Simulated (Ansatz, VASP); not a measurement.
ZnAu in VASP and in Ansatz

Contents of INCAR:

```
PREC = Accurate
ENCUT = 520
EDIFF = 1E-6
ISMEAR = 0
SIGMA = 0.05
LREAL = False
LASPH = True
NELM = 150
ALGO = Normal
ISIF = 2
LWAVE = False
LCHARG = False
LNONCOLLINEAR = True
MAGMOM = 0 0 0 0 0 0
LORBIT = 11
LSORBIT = True
GGA_COMPAT = False
LORBMOM = True
LMAXMIX = 4
GGA = PE
IVDW = 13
NBANDS = 35
```

Contents of KPOINTS:

```
Automatic mesh
0
Gamma
  10 10 10
```

The input POSCAR:

```
ZnAu
1.0
    3.1793056056      0.0000000000      0.0000000000
    0.0000000000      3.1793056056      0.0000000000
    0.0000000000      0.0000000000      3.1793056056
Zn Au
1 1
Direct
    0.5000000000      0.5000000000      0.5000000000
    0.0000000000      0.0000000000      0.0000000000
```

Input for Ansatz:

```yaml
crystal:
  lattice:
    - [3.1793056056, 0.0, 0.0]
    - [0.0, 3.1793056056, 0.0]
    - [0.0, 0.0, 3.1793056056]
  atoms:
    - { symbol: Zn, position: [0.5, 0.5, 0.5] }
    - { symbol: Au, position: [0.0, 0.0, 0.0] }
basis:
  ecutwfc: 420
  ecutrho_ratio: 4
kpoints:
  mp_grid: { grid: [10, 10, 10] }
hamiltonian:
  xc: pbe
  dispersion: d4
scf:
  occupations: { method: gaussian, width: 0.05 }
output:
  forces: true
  stress: true
magnetization:
  noncollinear: true
  spin_orbit: true
```

Alike in both runs: task single point; functional PBE; dispersion D4; k mesh 10 × 10 × 10; occupations gaussian, width 0.05 eV; non-collinear spin, spin-orbit coupling.

```csv
,VASP,Ansatz
version,VASP 6.6.1,Ansatz 0.2.0
potentials or method,"VASP PAW PBE potentials, release 64 (Zn, Au), cutoff 520 eV","plane waves, PAW"
valence electrons in the cell,23,31
```

Ansatz gave:

* pressure (GPa): -4.8

Problem. Which values does VASP return?

Solution. Pressure (GPa): -4.5.

VASP's potentials hold 23 valence electrons a cell and Ansatz's 31, so a difference there can come from the potentials and not from the codes.
